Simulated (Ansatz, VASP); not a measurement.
## Two plane-wave programs on Co

Contents of INCAR:

```
SYSTEM = Co
PREC = Accurate ; ENCUT = 520
EDIFF = 1E-6 ; ISMEAR = -1
SIGMA = 0.05 ; LREAL = .FALSE.
LASPH = .TRUE. ; NELM = 150
ALGO = Fast ; ISIF = 2
LWAVE = .FALSE. ; LCHARG = .FALSE.
ISPIN = 2 ; MAGMOM = 2 2
LORBIT = 11 ; LMAXMIX = 4
GGA = PE ; ALDAC = 0.0
AGGAC = 0.0 ; NBANDS = 20
```

Contents of KPOINTS:

```
regular mesh
0
G
  12 12 7
  0 0 0
```

The input POSCAR:

```
Co
1.0
    2.5204827983      0.0000000000      0.0000000000
   -1.2602413992      2.1828021331      0.0000000000
    0.0000000000      0.0000000000      4.1000100648
Co
2
Direct
    0.6666666667      0.3333333333      0.7500000000
    0.3333333333      0.6666666667      0.2500000000
```

File input.yaml:

```yaml
crystal:
  lattice:
    - [2.5204827983, 0.0, 0.0]
    - [-1.2602413992, 2.1828021331, 0.0]
    - [0.0, 0.0, 4.1000100648]
  atoms:
    - { symbol: Co, position: [0.6666666667, 0.3333333333, 0.75], spin: 2.0 }
    - { symbol: Co, position: [0.3333333333, 0.6666666667, 0.25], spin: 2.0 }
hamiltonian:
  xc: { exchange: pbe, correlation: none }
  pseudopotentials: { kind: paw }
magnetization:
  spin_polarized: true
kpoints:
  mp_grid: { grid: [12, 12, 7] }
scf:
  occupations: { method: fermi_dirac, width: 0.05 }
output:
  forces: true
  stress: true
  eigenvalues: true
```

Alike in both runs: task single point; functional PBE exchange alone; k mesh 12 × 12 × 7; occupations fermi-dirac, width 0.05 eV; collinear spin.

```csv
,VASP,Ansatz
version,VASP 6.6.1,Ansatz 0.2.0
potentials or method,"VASP PAW PBE potentials, release 64 (Co)",Ansatz PAW
plane-wave cutoff (eV),520,420
valence electrons in the cell,18,34
```

```tsv
	VASP	Ansatz	Ansatz less VASP
gap on the k mesh at the Fermi level (eV)	none	none	-
pressure (GPa)	18.0	18.8	+0.72
traceless stress, the component that is largest in VASP (GPa)	-1.40	-1.30	+0.105
net moment per atom (μB)	1.68	1.69	+0.007
size of the moment on the site where the two differ most (μB)	1.72	1.78	+0.067
```

VASP's potentials were made for PBE, not for PBE exchange alone. Site moments also hang on the region over which each program counts them. A gap of «none» marks a metal or a gap that the smearing closes. VASP's potentials hold 18 valence electrons a cell and Ansatz's 34, so a difference there can come from the potentials and not from the codes.
